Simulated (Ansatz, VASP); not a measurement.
## BN in VASP and in Ansatz

```
B N
1.0
     0.00000    1.80750    1.80750
     1.80750    0.00000    1.80750
     1.80750    1.80750    0.00000
B N
1 1
Direct
  0.00000 0.00000 0.00000
  0.25000 0.25000 0.25000
```

Alike in both runs: task relaxation of cell and atoms; functional PBEsol; k mesh 8 × 8 × 8; no spin polarisation.

```csv
,VASP,Ansatz
version,VASP 6.6.1,Ansatz 0.2.0
potentials or method,"VASP PAW PBE potentials, release 64 (B, N), cutoff 600 eV","plane waves, PAW"
occupations,"methfessel-paxton of order 1, width 0.01 eV","cold, width 0.01 eV"
valence electrons in the cell,8,8
```

|  | VASP | Ansatz | Ansatz less VASP |
| --- | --- | --- | --- |
| relaxed volume (Å³/atom) | 5.86 | 5.86 | -0.004 |
| relaxed cell length with the largest relative difference (Å) | 2.550 | 2.550 | -0.0006 |

VASP's potentials were made for PBE, not for PBEsol.
